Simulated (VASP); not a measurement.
**Al16H: relaxation of the atoms with PBEsol**

Al16H, a slab with vacuum:

```
CELL_PARAMETERS angstrom
5.72757 0.00000 0.00000
2.86378 4.96022 0.00000
0.00000 0.00000 18.01481
ATOMIC_POSITIONS crystal
Al 0.00000 0.00000 0.05551
Al 0.50000 0.00000 0.05551
Al 0.00000 0.50000 0.05551
Al 0.50000 0.50000 0.05551
Al 0.16667 0.16667 0.18531
Al 0.66667 0.16667 0.18531
Al 0.16667 0.66667 0.18531
Al 0.66667 0.66667 0.18531
Al 0.83333 0.33333 0.31510
Al 0.33333 0.33333 0.31510
Al 0.83333 0.83333 0.31510
Al 0.33333 0.83333 0.31510
Al 0.00000 0.00000 0.44490
Al 0.50000 0.00000 0.44490
Al 0.00000 0.50000 0.44490
Al 0.50000 0.50000 0.44490
H 0.99779 0.00693 0.53094
```

* Program: VASP 6.6.1
* Task: relaxation of the atoms
* Functional: PBEsol
* Potentials or basis: VASP PAW PBE potentials, release 64 (Al, H)
* Cutoff: 520 eV
* k mesh: 3 × 3 × 1
* Occupations: fermi-dirac, width 0.05 eV
* Spin: no spin polarisation
* Dipole correction: no
* Atoms held fixed (from 0): [0, 1, 2, 3]
* Further INCAR settings: LREAL = Auto; ALGO = Normal; EDIFF = 1e-07; IBRION = 2; EDIFFG = -0.08; NSW = 45

```
Energy gained by relaxing : 10.2 meV/atom
Ionic steps               : 15
Band gap on the k mesh    : zero (an odd number of electrons rules out a gap without spin polarisation)
```

Step by step:
| step | energy change (eV) | largest force on free atoms (eV/Å) | pressure (GPa) |
| --- | --- | --- | --- |
| 1 | 0.0000 | 1.0524 | -1.33 |
| 2 | -0.0393 | 0.4611 | -1.44 |
| 3 | -0.0395 | 0.5100 | -1.45 |
| 4 | -0.0556 | 0.4356 | -1.44 |
| 5 | -0.0800 | 0.2643 | -1.42 |
| 6 | -0.0821 | 0.2051 | -1.40 |
| 7 | -0.1001 | 0.2203 | -1.42 |
| 8 | -0.1385 | 0.3045 | -1.46 |
| 9 | -0.1367 | 0.4923 | -1.47 |
| 10 | -0.1516 | 0.3875 | -1.47 |
| 11 | -0.1627 | 0.2967 | -1.56 |
| 12 | -0.1632 | 0.2239 | -1.54 |
| 13 | -0.1717 | 0.1302 | -1.54 |
| 14 | -0.1734 | 0.0874 | -1.53 |
| 15 | -0.1735 | 0.0699 | -1.53 |

Final structure:
```yaml
crystal:
  lattice:
    - [5.72757, 0.00000, 0.00000]
    - [2.86378, 4.96022, 0.00000]
    - [0.00000, 0.00000, 18.01481]
  atoms:
    - { symbol: Al, position: [0.00000, 0.00000, 0.05551] }
    - { symbol: Al, position: [0.50000, 0.00000, 0.05551] }
    - { symbol: Al, position: [0.00000, 0.50000, 0.05551] }
    - { symbol: Al, position: [0.50000, 0.50000, 0.05551] }
    - { symbol: Al, position: [0.16370, 0.16404, 0.18299] }
    - { symbol: Al, position: [0.67227, 0.16410, 0.18298] }
    - { symbol: Al, position: [0.16383, 0.67243, 0.18295] }
    - { symbol: Al, position: [0.66654, 0.66701, 0.18476] }
    - { symbol: Al, position: [0.83714, 0.32576, 0.31430] }
    - { symbol: Al, position: [0.33317, 0.33383, 0.31188] }
    - { symbol: Al, position: [0.83686, 0.83695, 0.31410] }
    - { symbol: Al, position: [0.32611, 0.83700, 0.31414] }
    - { symbol: Al, position: [0.00008, 0.99975, 0.46468] }
    - { symbol: Al, position: [0.49859, 0.00290, 0.43904] }
    - { symbol: Al, position: [0.00228, 0.49912, 0.43919] }
    - { symbol: Al, position: [0.49876, 0.49916, 0.43924] }
    - { symbol: H, position: [0.99839, 0.00505, 0.55476] }
```

Levels at points of the mesh, in eV from the Fermi level:
```
           k point  band 20  band 21  band 22  band 23  band 24  band 25  band 26  band 27  band 28  band 29
(0.00, 0.00, 0.00)    -2.60    -2.57    -2.00    -2.00    -1.56    -0.33    -0.12    -0.12    -0.05    -0.05
```

Wall time 70 min on 1 thread of Intel Xeon 8259CL, on a shared host, peak memory 0.69 GiB.

Caveat: the k points lie up to 0.42 Å⁻¹ apart, too coarse for converged energies and pressures of a metal; there is no dipole correction, which matters where the two faces differ; the PAW data sets were made with another functional, which shifts forces and pressure a little.
